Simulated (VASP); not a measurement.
Write the native input for VASP 6.6.1 that does the following.

```yaml
Task: single point
Functional: PBE
Potentials_or_basis: VASP PAW PBE potentials, release 64 (Al, Cu)
Cutoff: 520 eV
k_mesh: 10 × 10 × 14
Occupations: gaussian, width 0.15 eV
Spin: no spin polarisation
Dipole_correction: no
Further_INCAR_settings: ALGO = Fast; EDIFF = 1e-06; NBANDS = 16
```

The structure of Al2Cu lies in POSCAR:

```
Al2Cu
1.0
    4.1211626268      0.0000000000      0.0000000000
    0.0000000000      4.1211626268      0.0000000000
    0.0000000000      0.0000000000      2.8847334069
Al Cu
2 1
Direct
    0.5067846504      0.0039076392      0.5000000000
   -0.0888098901      0.4827718519      0.5000000000
    0.0348277965      0.0056558685      0.0000000000
```

This cell differs from its parent crystal: atoms displaced along several vibrational modes.

One way to write it, as run:

INCAR

```
  PREC = Accurate
  ENCUT = 520
  EDIFF = 1E-6
  ISMEAR = 0
  SIGMA = 0.15
  LREAL = F
  LASPH = T
  NELM = 60
  ALGO = Fast
  ISIF = 2
  LWAVE = F
  LCHARG = T
  GGA = PE
  LELF = T
  LVHAR = T
  NBANDS = 16
```

KPOINTS

```
regular mesh
0
Gamma
  10 10 14
```

Potentials or basis: VASP PAW PBE potentials, release 64 (Al, Cu).

Launch:

```bash
$ cat potpaw_PBE.64/Al/POTCAR potpaw_PBE.64/Cu/POTCAR > POTCAR
$ mpirun -np 1 vasp_std > vasp.out
```

Results of the run:

| Item | Value |
| --- | --- |
| Pressure | 2.5 GPa |
| Largest force | 1.205 eV/Å |
| Band gap on the k mesh | zero (an odd number of electrons rules out a gap without spin polarisation) |

Caveat: the cell differs from its parent crystal (atoms displaced along several vibrational modes); forces of over 1 eV/Å act on the atoms, so gaps and moduli don't describe the material at rest.

Wall time 7.6 min on 1 thread of Intel Xeon 8259CL (shared host), peak memory 0.42 GiB.
